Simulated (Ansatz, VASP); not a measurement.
# BaS: VASP beside Ansatz

```
Ba S
1.0
     3.83376    0.00000    0.00000
     0.00000    3.83376    0.00000
     0.00000    0.00000    3.83376
Ba S
1 1
Direct
  0.00000 0.00000 0.00000
  0.50000 0.50000 0.50000
```

Alike in both runs: task single point; functional PBE; k mesh 6 × 6 × 6; no spin polarisation.

|  | VASP | Ansatz |
| --- | --- | --- |
| version | VASP 6.6.1 | Ansatz 0.2.0 |
| potentials or method | VASP PAW PBE potentials, release 64 (Ba_sv, S) | plane waves, PAW |
| plane-wave cutoff (eV) | 520 | 420 |
| occupations | gaussian, width 0.01 eV | fixed |
| valence electrons in the cell | 16 | 16 |

Ansatz gave:

```
gap on the k mesh at the Fermi level (eV) : 1.56
```

Task: What did VASP give for the same quantities?

Result: gap on the k mesh at the Fermi level (eV): 1.43.

Neither program's run includes spin-orbit coupling.
